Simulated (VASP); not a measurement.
## ScIn3As2: single point with PBE

ScIn3As2:

```
Sc In As
1.0
     4.89204    0.00000    0.00000
     0.00000    4.89204    0.00000
     0.00000    0.00000    5.94334
Sc In As
1 3 2
Cartesian
  0.0000 0.0000 0.0000
  0.0000 2.4460 0.0000
  2.4460 0.0000 0.0000
  2.4460 2.4460 2.9717
  2.4460 2.4460 1.1721
  2.4460 2.4460 4.7712
```

- Program: VASP 6.6.1
- Task: single point
- Functional: PBE
- Potentials or basis: VASP PAW PBE potentials, release 64 (Sc_sv, In_d, As)
- Cutoff: 520 eV
- k mesh: 4 × 4 × 4
- Occupations: gaussian, width 0.1 eV
- Spin: no spin polarisation
- Dipole correction: no
- Further INCAR settings: ALGO = Fast; EDIFF = 1e-07; NBANDS = 39

| Quantity | Value |
| --- | --- |
| Pressure | 69.3 GPa |
| Largest force | 24.682 eV/Å |
| Band gap on the k mesh | zero (band 30 reaches 7.53 eV, above the bottom of band 31 at 6.74 eV) |

Forces on the atoms (eV/Å):
```
Sc    0.000   0.000   0.000
In    0.000   0.000   0.000
In    0.000   0.000   0.000
In    0.000   0.000   0.000
As    0.000   0.000 -24.682
As    0.000   0.000  24.682
```

Stress tensor (GPa, compression positive):
```
 32.76   0.00   0.00
  0.00  32.76   0.00
  0.00   0.00 142.42
```

Levels at points of the mesh, in eV from the Fermi level:
```tsv
k point	band 28	band 29	band 30	band 31	band 32	band 33
(0.00, 0.00, 0.00)	-1.20	-0.32	0.63	0.67	0.67	0.79
(0.50, 0.00, 0.00)	-1.29	-0.92	-0.73	0.26	0.37	0.66
(0.50, 0.50, 0.00)	-0.99	-0.99	-0.64	-0.16	0.46	1.61
(0.00, 0.00, 0.50)	-3.43	-2.94	-0.50	0.80	0.95	1.25
(0.50, 0.00, 0.50)	-2.62	-1.33	-0.50	0.38	0.85	0.87
(0.50, 0.50, 0.50)	-2.06	-0.64	-0.14	0.81	0.81	0.91
```

It took 3.8 min on 1 thread of Intel(R) Xeon(R) Platinum 8488C (Sapphire Rapids), with other jobs on the host, peak memory 0.28 GiB.

Caveat: spin-orbit coupling is left out, which moves the levels of the heavy elements; forces of over 1 eV/Å act on the atoms, so gaps and moduli don't describe the material at rest.
